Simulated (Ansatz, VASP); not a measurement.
**Te: VASP beside Ansatz**

Contents of INCAR:

```
SYSTEM = Te
PREC = Accurate
ENCUT = 520
EDIFF = 1E-6
ISMEAR = -1
SIGMA = 0.1
LREAL = .FALSE.
LASPH = .TRUE.
NELM = 60
ALGO = Normal
ISIF = 2
LWAVE = .FALSE.
LCHARG = .TRUE.
GGA = B5
ALDAX = 1.0
AGGAX = 1.0
AGGAC = 1.0
ALDAC = 0.0
LELF = .TRUE.
LVHAR = .TRUE.
NBANDS = 9
```

Contents of KPOINTS:

```
Automatic mesh
0
G
  11 11 11
  0 0 0
```

The input POSCAR:

```
Te
1.0
    3.2042307425      0.0000000000      0.0000000000
    0.0000000000      3.2042307425      0.0000000000
    0.0000000000      0.0000000000      3.2042307425
Te
1
Direct
    0.0000000000      0.0000000000      0.0000000000
```

Input for Ansatz:

```yaml
crystal:
  lattice:
    - [3.2042307425, 0.0, 0.0]
    - [0.0, 3.2042307425, 0.0]
    - [0.0, 0.0, 3.2042307425]
  atoms:
    - { symbol: Te, position: [0.0, 0.0, 0.0] }
hamiltonian:
  xc: blyp
  pseudopotentials:
    kind: paw
    azcp:
      Te: "pseudopotentials/Te.paw.azcp"
basis:
  ecutwfc: 420
  fft_grid_basis: typed
kpoints:
  mp_grid: { grid: [11, 11, 11], shift: [0, 0, 0] }
magnetization:
  spin_polarized: false
scf:
  occupations: { method: fermi_dirac, width: 0.1 }
  lower_state_search: "off"
output:
  stress: true
```

Alike in both runs: task single point; functional BLYP; k mesh 11 × 11 × 11; occupations fermi-dirac, width 0.1 eV; no spin polarisation.

|  | VASP | Ansatz |
| --- | --- | --- |
| version | VASP 6.6.1 | Ansatz 0.2.0 |
| potentials or method | VASP PAW PBE potentials, release 64 (Te), cutoff 520 eV | plane waves (420 eV) with PAW, scalar-relativistic |
| valence electrons in the cell | 6 | 16 |

VASP gave:

| Quantity | Value |
| --- | --- |
| pressure (GPa) | 4.1 |

Problem. Estimate Ansatz's values.

Solution. Pressure (GPa): 3.9.

VASP's potentials were made for PBE, not for BLYP. VASP's potentials hold 6 valence electrons a cell and Ansatz's 16, so a difference there can come from the potentials and not from the codes.

Spin-orbit coupling is off throughout.
